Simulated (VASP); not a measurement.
Here is a VASP 6.6.1 calculation.

INCAR

```
PREC = Accurate
ENCUT = 600
EDIFF = 1E-6
ISMEAR = -1
SIGMA = 0.05
LREAL = F
LASPH = T
NELM = 60
ALGO = Normal
ISIF = 3
LWAVE = F
LCHARG = F
GGA = RE
IBRION = 2
NSW = 80
EDIFFG = -0.01
```

The input KPOINTS:

```
Automatic mesh
0
Gamma
  11 11 11
```

File POSCAR:

```
MgO
1.0
    0.0000000000      2.0970013927      2.0970013927
    2.0970013927      0.0000000000      2.0970013927
    2.0970013927      2.0970013927      0.0000000000
Mg O
1 1
Direct
    0.0000000000      0.0000000000      0.0000000000
    0.5000000000      0.5000000000      0.5000000000
```

Potentials or basis: VASP PAW PBE potentials, release 64 (Mg, O).

Launch:

```console
$ cat potpaw_PBE.64/Mg/POTCAR potpaw_PBE.64/O/POTCAR > POTCAR
$ mpirun -np 1 vasp_std > vasp.out
```

(1) What does it give for the relaxed cell?

(2) What does it give for the relaxed volume?

(3) Estimate the band gap on the k mesh.

Answers

(1) a = 3.025 Å, b = 3.025 Å, c = 3.025 Å, α = 60.00°, β = 60.00°, γ = 60.00°.

(2) 9.79 Å³/atom.

(3) 4.37 eV, direct.

Caveat: the PAW data sets were made with another functional, which shifts forces and pressure a little.
